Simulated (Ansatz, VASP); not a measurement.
One calculation of HgTe, two programs

```
Hg Te
1.0
    -3.04560    3.04560    1.55941
     3.04560   -3.04560    1.55941
     3.04560    3.04560   -1.55941
Hg Te
1 1
Cartesian
  0.0000 3.0456 0.7797
  0.0000 0.0000 0.0000
```

Alike in both runs: task single point; functional PBE; k mesh 10 × 10 × 10; occupations fermi-dirac, width 0.05 eV; no spin polarisation.

|  | VASP | Ansatz |
| --- | --- | --- |
| version | VASP 6.6.1 | Ansatz 0.2.0 |
| potentials or method | VASP PAW PBE potentials, release 64 (Hg, Te), cutoff 520 eV | all-electron LAPW, scalar-relativistic |

```csv
,VASP,Ansatz,Ansatz less VASP
gap on the k mesh at the Fermi level (eV),none,none,-
pressure (GPa),0.0,0.0,-0.07
"traceless stress, the component that is largest in VASP (GPa)",3.00,3.00,+0.005
```

A gap of «none» marks a metal or a gap that the smearing closes. Ansatz ran all-electron here, and VASP with PAW potentials.

Neither program's run includes spin-orbit coupling.
